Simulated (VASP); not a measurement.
# KCl3 (I4/mmm) in VASP: single point with PBEsol

Aim: the single point of KCl3 with PBEsol.

Everything below comes from runs of VASP 6.6.1. Logs are shortened: lines on timing, memory, paths and dates and some standing lists are left out, and cuts for length are marked.

## Step 1: The cell of the first run

It takes space group I4/mmm (No. 139, tetragonal). Conventional cell: a = 4.261 Å, b = 4.261 Å, c = 14.538 Å, α = 90.00°, β = 90.00°, γ = 90.00°. Within 4.0 Å of K (site symmetry 4/mmm) lie 4 Cl at 3.01 Å. Cl (site symmetry -4m2) has 4 Cl at 3.01 Å within 4.0 Å. Cl (site symmetry 4/mmm) has 4 K at 3.01 Å within 4.0 Å.

## Step 2: Single point, PBEsol (strained)

INCAR reads:

```
PREC = Accurate
ENCUT = 520
EDIFF = 1E-7
ISMEAR = 0
SIGMA = 0.1
LREAL = F
LASPH = T
NELM = 100
ALGO = Normal
ISIF = 2
LWAVE = F
LCHARG = F
GGA = PS
NBANDS = 23
```

KPOINTS reads:

```
Automatic mesh
0
Gamma
  14 14 14
```

POSCAR reads:

```
KCl3
1.0
   -2.1306747229      2.1306747229      7.2691688187
    2.1306747229     -2.1306747229      7.2691688187
    2.1306747229      2.1306747229     -7.2691688187
K Cl
1 3
Direct
    0.0000000000      0.0000000000      0.0000000000
    0.7500000000      0.2500000000      0.5000000000
    0.2500000000      0.7500000000      0.5000000000
    0.5000000000      0.5000000000      0.0000000000
```

Potentials or basis: VASP PAW PBE potentials, release 64 (K_sv, Cl).

Started as:

```console
> cat potpaw_PBE.64/K_sv/POTCAR potpaw_PBE.64/Cl/POTCAR > POTCAR
> mpirun -np 1 vasp_std > vasp.out
```

OUTCAR:

```text
PREC = Accurate
   ENCUT = 520
   EDIFF = 1E-7
   ISMEAR = 0
   LREAL = F
   LASPH = T
   NELM = 100
   ISIF = 2
   GGA = PS

 ion  position               nearest neighbor table
   1  0.000  0.000  0.000-   4 3.01   4 3.01   4 3.01   4 3.01
   2  0.750  0.250  0.500-
   3  0.250  0.750  0.500-
   4  0.500  0.500  0.000-   1 3.01   1 3.01   1 3.01   1 3.01

  LATTYP: Found a body centered tetragonal cell.
 ALAT       =     4.2613494458
 C/A-ratio  =     3.4116745933

  Lattice vectors:

 A1 = (  -2.1306747229,   2.1306747229,   7.2691688187)
 A2 = (   2.1306747229,  -2.1306747229,   7.2691688187)
 A3 = (   2.1306747229,   2.1306747229,  -7.2691688187)

Analysis of symmetry for initial positions (statically):
=====================================================================
 Subroutine PRICEL returns:
 Original cell was already a primitive cell.

 Routine SETGRP: Setting up the symmetry group for a
 body centered tetragonal supercell.

 Subroutine GETGRP returns: Found 16 space group operations
 (whereof 16 operations were pure point group operations)
 out of a pool of 16 trial point group operations.

The static configuration has the point symmetry D_4h.

Analysis of symmetry for dynamics (positions and initial velocities):
=====================================================================
 Subroutine PRICEL returns:
 Original cell was already a primitive cell.

 Routine SETGRP: Setting up the symmetry group for a
 body centered tetragonal supercell.

 Subroutine GETGRP returns: Found 16 space group operations
 (whereof 16 operations were pure point group operations)
 out of a pool of 16 trial point group operations.

The dynamic configuration has the point symmetry D_4h.

 Subroutine INISYM returns: Found 16 space group operations
 (whereof 16 operations are pure point group operations),
 and found     1 'primitive' translations

----------------------------------------------------------------------------------------

                                     Primitive cell

  volume of cell :     132.0016

  direct lattice vectors                    reciprocal lattice vectors
    -2.130674723  2.130674723  7.269168819     0.000000000  0.234667448  0.068783655
     2.130674723 -2.130674723  7.269168819     0.234667448  0.000000000  0.068783655
     2.130674723  2.130674723 -7.269168819     0.234667448  0.234667448  0.000000000

  length of vectors
     7.868949413  7.868949413  7.868949413     0.244540390  0.244540390  0.331869888

  position of ions in fractional coordinates (direct lattice)
     0.000000000  0.000000000  0.000000000
     0.750000000  0.250000000  0.500000000
     0.250000000  0.750000000  0.500000000
     0.500000000  0.500000000  0.000000000

  ion indices of the primitive-cell ions
   primitive index   ion index
                 1           1
                 2           2
                 3           3
                 4           4

----------------------------------------------------------------------------------------

 KPOINTS: Automatic mesh

Automatic generation of k-mesh.
 Grid dimensions read from file:
 generate k-points for:   14   14   14

 Generating k-lattice:

  Cartesian coordinates                     Fractional coordinates (reciprocal lattice)
     0.000000000  0.016761961  0.004913118     0.071428571  0.000000000  0.000000000
     0.016761961  0.000000000  0.004913118     0.000000000  0.071428571  0.000000000
     0.016761961  0.016761961  0.000000000     0.000000000  0.000000000  0.071428571

  Length of vectors
     0.017467171  0.017467171  0.023704992

  Shift w.r.t. Gamma in fractional coordinates (k-lattice)
     0.000000000  0.000000000  0.000000000

 Subroutine IBZKPT returns following result:
 ===========================================

 Found    244 irreducible k-points:

 Following reciprocal coordinates:
            Coordinates               Weight
  0.000000  0.000000  0.000000      1.000000
  0.071429  0.000000  0.000000      8.000000
  0.142857  0.000000 -0.000000      8.000000
  0.214286 -0.000000  0.000000      8.000000
  0.285714  0.000000  0.000000      8.000000
  0.357143 -0.000000  0.000000      8.000000
[... 16 lines left out ...]
  0.214286  0.142857 -0.000000     16.000000
  0.285714  0.142857  0.000000     16.000000
 [... further k-points ...]
   k-points           NKPTS =    244   k-points in BZ     NKDIM =    244   number of bands    NBANDS=     23
   number of dos      NEDOS =    301   number of ions     NIONS =      4
   total plane-waves  NPLWV = 216000
   dimension x,y,z NGX =    60 NGY =   60 NGZ =   60
   dimension x,y,z NGXF=   120 NGYF=  120 NGZF=  120
   ions per type =               1   3
   NGX,Y,Z   is equivalent  to a cutoff of  12.68, 12.68, 12.68 a.u.
   NGXF,Y,Z  is equivalent  to a cutoff of  25.35, 25.35, 25.35 a.u.
 SYSTEM =  unknown system
   PREC   = accura    normal or accurate (medium, high low for compatibility)
   ISTART =      0    job   : 0-new  1-cont  2-samecut
   ICHARG =      2    charge: 1-file 2-atom 10-const
   ISPIN  =      1    spin polarized calculation?
   LNONCOLLINEAR =      F non collinear calculations
   LSORBIT =      F    spin-orbit coupling
   LASPH  =      T    aspherical Exc in radial PAW
   ENCUT  =  520.0 eV  38.22 Ry    6.18 a.u.  14.63 14.63 14.63*2*pi/ulx,y,z
   NELM   =    100;   NELMIN=  2; NELMDL= -5     # of ELM steps
   EDIFF  = 0.1E-06   stopping-criterion for ELM
   LREAL  =      F    real-space projection
   EDIFFG = 0.1E-05   stopping-criterion for IOM
   NSW    =      0    number of steps for IOM
   IBRION =     -1    ionic relax: 0-MD 1-quasi-New 2-CG
   NFREE  =      0    steps in history (QN), initial steepest desc. (CG)
   ISIF   =      2    stress and relaxation
   ISYM   =      2    0-nonsym 1-usesym 2-fastsym
   POTIM  = 0.5000    time-step for ionic-motion
   TEBEG  =    0.0;   TEEND  =   0.0 temperature during run
   PSTRESS=    0.0 pullay stress
   NELECT =      30.0000    total number of electrons
   NUPDOWN=      -1.0000    fix difference up-down
   EMIN   =  10.00;   EMAX   =-10.00  energy-range for DOS
   EFERMI =   0.00;   METHOD = LEGACY
   ISMEAR =     0;   SIGMA  =   0.10  broadening in eV -4-tet -1-fermi 0-gaus
   EFERMI_NEDOS =   21; number of points for ismear=-14 and -15
   IALGO  =     38    algorithm
   IMIX   =      4    mixing-type and parameters
     AMIX     =   0.40;   BMIX     =  1.00
     AMIX_MAG =   1.60;   BMIX_MAG =  1.00
  volume/ion in A,a.u.               =      33.00       222.70
  Fermi-wavevector in a.u.,A,eV,Ry     =   0.999054  1.887938 13.580092  0.998109
  Thomas-Fermi vector in A             =   2.131318
   LORBIT       =      0    0 simple, 1 ext, 2 COOP (PROOUT), +10 PAW based schemes
   GGA     = PS    functional components
   LHFCALC =     F    Hartree Fock is set to
   AEXX    =    0.0000 exact exchange contribution
   IVDW    =     0    specifies the selected vdW correction
   LEPSILON=     F    determine dielectric tensor
   LRPA    =     F    only Hartree local field effects (RPA)
 non-spin polarized calculation
 Gauss-broadening in eV      SIGMA  =   0.10
  energy-cutoff  :      520.00
  volume of cell :      132.00
 maximum number of plane-waves:      3573
   NGX = 29   NGY = 29   NGZ = 29

 number of electron      30.0000001 magnetization

 Free energy of the ion-electron system (eV)
  ---------------------------------------------------
  ext. energy  EPLUGINS =         0.00000000
  ---------------------------------------------------
  free energy    TOTEN  =        -9.45562245 eV

  energy without entropy =       -9.42224785  energy(sigma->0) =       -9.43893515

 E-fermi :  -1.9505     XC(G=0):  -7.4805

 val. band max:       -1.9512802669   @ k =   0.2143   0.2143   0.1429
 cond. band min:      -1.9499105734   @ k =   0.2857   0.2857   0.0714
 fundamental gap:      0.0013696936
 Fermi energy:        -1.9505227082

 k-point     1 :       0.0000    0.0000    0.0000
  band No.  band energies     occupation
      1     -29.0431      2.00000
      2     -16.0588      2.00000
      3     -14.5668      2.00000
      4     -14.0259      2.00000
      5     -12.6585      2.00000
      6     -12.5760      2.00000
[... 15 lines left out ...]
     22       7.8571      0.00000
     23       8.0428      0.00000

 k-point     2 :       0.0714    0.0000    0.0000
  band No.  band energies     occupation
      1     -29.0428      2.00000
      2     -16.0420      2.00000
      3     -14.5875      2.00000
      4     -14.0415      2.00000
      5     -12.6578      2.00000
      6     -12.5745      2.00000
[... 15 lines left out ...]
     22       7.8604      0.00000
     23       7.9448      0.00000

 k-point     3 :       0.1429    0.0000   -0.0000
  band No.  band energies     occupation
      1     -29.0418      2.00000
      2     -15.9921      2.00000
      3     -14.6484      2.00000
      4     -14.0833      2.00000
      5     -12.6557      2.00000
      6     -12.5702      2.00000
[... 15 lines left out ...]
     22       7.7719      0.00000
     23       8.0701      0.00000

 k-point     4 :       0.2143   -0.0000    0.0000
  band No.  band energies     occupation
      1     -29.0404      2.00000
      2     -15.9110      2.00000
      3     -14.7455      2.00000
      4     -14.1399      2.00000
      5     -12.6527      2.00000
      6     -12.5639      2.00000
[... 15 lines left out ...]
     22       7.7443      0.00000
     23       8.1729      0.00000

 k-point     5 :       0.2857    0.0000    0.0000
  band No.  band energies     occupation
      1     -29.0388      2.00000
      2     -15.8016      2.00000
      3     -14.8726      2.00000
      4     -14.1982      2.00000
      5     -12.6493      2.00000
      6     -12.5570      2.00000
[... 434 lines left out ...]
 k-point    22 :       0.1429    0.1429   -0.0000
  band No.  band energies     occupation
      1     -29.0405      2.00000
      2     -15.9296      2.00000
      3     -14.7180      2.00000
      4     -14.1141      2.00000
      5     -12.6528      2.00000
      6     -12.5974      2.00000
[... 15 lines left out ...]
     22       7.6937      0.00000
     23       7.8524      0.00000

 k-point    23 :       0.2143    0.1429   -0.0000
  band No.  band energies     occupation
      1     -29.0391      2.00000
      2     -15.8537      2.00000
      3     -14.8015      2.00000
      4     -14.1462      2.00000
      5     -12.6499      2.00000
      6     -12.6018      2.00000
[... 15 lines left out ...]
     22       7.7014      0.00000
     23       7.7992      0.00000

 k-point    24 :       0.2857    0.1429    0.0000
  band No.  band energies     occupation
      1     -29.0376      2.00000
      2     -15.7518      2.00000
      3     -14.9121      2.00000
      4     -14.1811      2.00000
      5     -12.6467      2.00000
      6     -12.5965      2.00000
[... 15 lines left out ...]
     22       7.8433      0.00000
     23       8.0321      0.00000

 [... further k-points ...]

------------------------ aborting loop because EDIFF is reached ----------------------------------------

  FORCE on cell =-STRESS in cart. coord.  units (eV):
  Direction    XX          YY          ZZ          XY          YZ          ZX
  --------------------------------------------------------------------------------------
  -------------------------------------------------------------------------------------
  Total       -3.1374672     -3.1374672     -0.5784119      0.0000000     -0.0000000      0.0000000
  in kB      -38.0812086    -38.0812086     -7.0205115      0.0000000     -0.0000000      0.0000000
  external PRESSURE =     -27.7276429 kB  Pullay stress =       0.0000000 kB

 VOLUME and BASIS-vectors are now :
 -----------------------------------------------------------------------------
  energy-cutoff  :      520.00
  volume of cell :      132.00
      direct lattice vectors                 reciprocal lattice vectors
    -2.130674723  2.130674723  7.269168819     0.000000000  0.234667448  0.068783655
     2.130674723 -2.130674723  7.269168819     0.234667448  0.000000000  0.068783655
     2.130674723  2.130674723 -7.269168819     0.234667448  0.234667448  0.000000000

 POSITION                                       TOTAL-FORCE (eV/Angst)
 -----------------------------------------------------------------------------------
      0.00000      0.00000      0.00000        -0.000000      0.000000     -0.000000
      0.00000      2.13067      3.63458         0.000000     -0.000000      0.000000
      2.13067      0.00000      3.63458        -0.000000      0.000000     -0.000000
      0.00000      0.00000      7.26917        -0.000000      0.000000     -0.000000
 -----------------------------------------------------------------------------------
    total drift:                               -0.000000      0.000000      0.000000

  FREE ENERGIE OF THE ION-ELECTRON SYSTEM (eV)
  ---------------------------------------------------
  free  energy   TOTEN  =        -9.4556224459 eV

  energy  without entropy=       -9.4222478464  energy(sigma->0) =       -9.43893515
```

It took 22 min on 1 thread of Intel Xeon 6975P-C (Granite Rapids), shared host; peak memory 0.88 GiB.

Results:

```yaml
Free_energy: -9.4556 eV
Pressure: -2.8 GPa
Band_gap_on_the_k_mesh: zero (bands 15 and 16 overlap by 0.92 eV)
```

Caveat: the cell differs from its parent crystal (strained); the PAW data sets were made with another functional, which shifts forces and pressure a little.
